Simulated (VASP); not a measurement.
**Ca2C: single point with PBEsol**

Ca2C:

```
Ca C
1.0
     5.96185    0.00000    0.00000
     0.00000    3.94201    0.00000
     0.00000    0.00000    7.20579
Ca C
8 4
Direct
  0.34524 0.75000 0.08837
  0.65476 0.25000 0.91163
  0.84524 0.75000 0.41163
  0.15476 0.25000 0.58837
  0.01136 0.25000 0.17679
  0.98864 0.75000 0.82321
  0.51136 0.25000 0.32321
  0.48864 0.75000 0.67679
  0.75095 0.25000 0.59303
  0.24905 0.75000 0.40697
  0.25095 0.25000 0.90697
  0.74905 0.75000 0.09303
```

- Program: VASP 6.6.1
- Task: single point
- Functional: PBEsol
- Potentials or basis: VASP PAW PBE potentials, release 64 (Ca_sv, C)
- Cutoff: 520 eV
- k mesh: 6 × 10 × 6
- Occupations: gaussian, width 0.02 eV
- Spin: no spin polarisation

| Property | Result |
| --- | --- |
| Pressure | 24.6 GPa |
| Largest force | 0.008 eV/Å |
| Band gap on the k mesh | 0.58 eV, direct |

Forces in eV/Å, atoms in the order of the input:
```
Ca  -0.001  0.000 -0.007
Ca   0.001  0.000  0.007
Ca  -0.001  0.000  0.007
Ca   0.001  0.000 -0.007
Ca   0.004  0.000  0.007
Ca  -0.004  0.000 -0.007
Ca   0.004  0.000 -0.007
Ca  -0.004  0.000  0.007
C   -0.001  0.000  0.006
C    0.001  0.000 -0.006
C   -0.001  0.000 -0.006
C    0.001  0.000  0.006
```

Levels at points of the mesh, in eV from the valence-band top:
| k point | band 46 | band 47 | band 48 | band 49 | band 50 | band 51 |
| --- | --- | --- | --- | --- | --- | --- |
| (0.00, 0.00, 0.00) | -0.46 | -0.28 | 0.00 | 0.58 | 1.73 | 1.80 |
| (0.50, 0.00, 0.00) | -0.95 | -0.53 | -0.53 | 1.49 | 1.49 | 2.41 |
| (0.00, 0.50, 0.00) | -0.48 | -0.31 | -0.31 | 1.67 | 1.67 | 1.91 |
| (0.50, 0.50, 0.00) | -0.60 | -0.60 | -0.60 | 2.25 | 2.25 | 2.25 |
| (0.00, 0.00, 0.50) | -0.46 | -0.25 | -0.25 | 1.43 | 1.43 | 1.88 |
| (0.50, 0.00, 0.50) | -0.84 | -0.55 | -0.55 | 2.00 | 2.00 | 2.40 |
| (0.00, 0.50, 0.50) | -0.48 | -0.32 | -0.32 | 1.27 | 1.27 | 1.67 |
| (0.50, 0.50, 0.50) | -0.53 | -0.53 | -0.53 | 2.20 | 2.20 | 2.20 |

Run time: 13 min on 1 thread of AMD EPYC 7R43 64-Core Processor (Zen 3) (shared host), peak memory 0.7 GiB.

Caveat: the PAW data sets were made with another functional, which shifts forces and pressure a little. PBEsol gaps usually lie below the measured ones, often by a third to a half.
